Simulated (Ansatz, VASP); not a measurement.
## Al3BP4: VASP beside Ansatz

```
CELL_PARAMETERS angstrom
6.96491 0.00000 0.00000
0.00000 1.53997 5.86757
0.00000 -1.53997 5.86757
ATOMIC_POSITIONS crystal
Al 0.23106 0.30535 0.30535
Al 0.50000 0.06766 0.06766
Al 0.76894 0.30535 0.30535
B 0.00000 0.53271 0.53271
P 0.50000 0.86683 0.86683
P 0.23304 0.63068 0.63068
P 0.00000 0.92422 0.92422
P 0.76696 0.63068 0.63068
```

Change from the starting cell: species swapped into the Cs3LiCl4 type (Amm2, No. 38).

Alike in both runs: functional PBE; k mesh 2 × 5 × 5; occupations gaussian, width 0.2 eV; no spin polarisation.

Ansatz relaxed the structure, and its values are those at the end. VASP's run is a single point on that final structure, the one shown.

|  | VASP | Ansatz |
| --- | --- | --- |
| version | VASP 6.6.1 | Ansatz 0.2.0 |
| potentials or method | VASP PAW PBE potentials, release 64 (Al, B, P), cutoff 500 eV | scalar-relativistic, plane waves, PAW |
| valence electrons in the cell | 32 | 32 |

VASP gave:

```
gap on the k mesh at the Fermi level (eV) : none
pressure (GPa)                            : 0.1
rms of the force components (eV/Å)        : 0.007
```

**Question.** Which values does Ansatz return?

**Answer.** gap on the k mesh at the Fermi level (eV): none; pressure (GPa): 0.2; rms of the force components (eV/Å): 0.006.

A gap of «none» marks a metal or a gap that the smearing closes.

The k mesh is coarse, so the values compare programs but aren't converged.
